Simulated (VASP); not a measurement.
Here is a VASP 6.6.1 calculation.

Contents of INCAR:

```
SYSTEM = AlAs3
PREC = Accurate
ENCUT = 520
EDIFF = 1E-7
ISMEAR = 0
SIGMA = 0.1
LREAL = .False.
LASPH = .True.
NELM = 100
ALGO = Normal
ISIF = 2
LWAVE = .False.
LCHARG = .False.
GGA = PE
NBANDS = 17
```

Contents of KPOINTS:

```
regular mesh
0
Gamma
  12 12 12
  0 0 0
```

Contents of POSCAR:

```
AlAs3
1.0
    4.2343177702      0.0000000000      0.0000000000
    0.0000000000      4.2343177702      0.0000000000
    0.0000000000      0.0000000000      4.2343177702
Al As
1 3
Direct
    0.0000000000      0.0000000000      0.0000000000
    0.5000000000      0.0000000000      0.5000000000
    0.0000000000      0.5000000000      0.5000000000
    0.5000000000      0.5000000000      0.0000000000
```

Potentials or basis: VASP PAW PBE potentials, release 64 (Al, As).

Run with:

```console
$ cat potpaw_PBE.64/Al/POTCAR potpaw_PBE.64/As/POTCAR > POTCAR
$ mpirun -np 1 vasp_std > vasp.out
```

Q: Predict the band gap on the k mesh.

A: Zero (band 9 reaches 10.73 eV, above the bottom of band 10 at 5.00 eV).

Q: What does it give for the pressure?

A: 0.0 GPa.
